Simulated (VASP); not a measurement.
Set up this calculation in VASP 6.6.1, as the native input.

- Task: single point
- Functional: PBEsol
- Potentials or basis: VASP PAW PBE potentials, release 64 (La)
- Cutoff: 520 eV
- k mesh: 12 × 12 × 4
- Occupations: gaussian, width 0.15 eV
- Spin: no spin polarisation
- Dipole correction: no
- Further INCAR settings: ALGO = Fast; EDIFF = 1e-06; NBANDS = 30

The structure of La lies in POSCAR:

```
La
1.0
    3.5880000000      0.0000000000      0.0000000000
   -1.7940000000      3.1072991488      0.0000000000
    0.0000000000      0.0000000000     12.5540000000
La
4
Direct
    0.0000000000      0.0000000000      0.0000000000
    0.0000000000      0.0000000000      0.5000000000
    0.3333333333      0.6666666667      0.2500000000
    0.6666666667      0.3333333333      0.7500000000
```

The input as run:

INCAR

```
PREC = Accurate
ENCUT = 520
EDIFF = 1E-6
ISMEAR = 0
SIGMA = 0.15
LREAL = F
LASPH = T
NELM = 100
ALGO = Fast
ISIF = 2
LWAVE = F
LCHARG = F
GGA = PS
NBANDS = 30
```

KPOINTS

```
Automatic mesh
0
Gamma
  12 12 4
```

Potentials or basis: VASP PAW PBE potentials, release 64 (La).

The run is started by

```console
$ cat potpaw_PBE.64/La/POTCAR > POTCAR
$ mpirun -np 1 vasp_std > vasp.out
```

It gave:

The pressure is -0.5 GPa. The band gap on the k mesh is zero (band 22 reaches 9.04 eV, above the bottom of band 23 at 7.86 eV).

Caveat: the PAW data sets were made with another functional, which shifts forces and pressure a little; spin-orbit coupling is left out, which moves the levels of the heavy elements.

Run time: 13 min on 1 thread of Intel(R) Xeon(R) 6975P-C (Granite Rapids), with other jobs on the host, peak memory 0.4 GiB.
